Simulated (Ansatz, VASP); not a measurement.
Fe: VASP beside Ansatz

```
Fe
1.0
     0.00000    1.99999    1.96511
     1.54339    0.00000    1.96511
     1.54339    1.99999    0.00000
Fe
1
Direct
  0.00000 0.00000 0.00000
```

Change from the starting cell: equal xx and yy strain of +3 %, crystal datasets.

Alike in both runs: task electric field gradients; functional PBE; k mesh 16 × 16 × 16; occupations fermi-dirac, width 0.05 eV; collinear spin.

|  | VASP | Ansatz |
| --- | --- | --- |
| version | VASP 6.6.1 | Ansatz 0.2.0 |
| potentials or method | VASP PAW PBE potentials, release 64 (Fe), cutoff 520 eV | all-electron PAW with datasets made for the crystal, scalar-relativistic |

VASP gave:

- pressure (GPa): -8.4
- traceless stress, the component that is largest in VASP (GPa): -4.72
- net moment per atom (μB): 2.38
- size of the moment on the site where the two differ most (μB): 2.39
- size of Vzz on the site where it differs most (V/Å²): 4.5

Q: What did Ansatz give for the same quantities?

A: Pressure (GPa): -9.2; traceless stress, the component that is largest in VASP (GPa): -4.90; net moment per atom (μB): 2.34; size of the moment on the site where the two differ most (μB): 2.39; size of Vzz on the site where it differs most (V/Å²): 5.8.

Site moments also hang on the region over which each program counts them. Ansatz ran all-electron here, and VASP with PAW potentials.
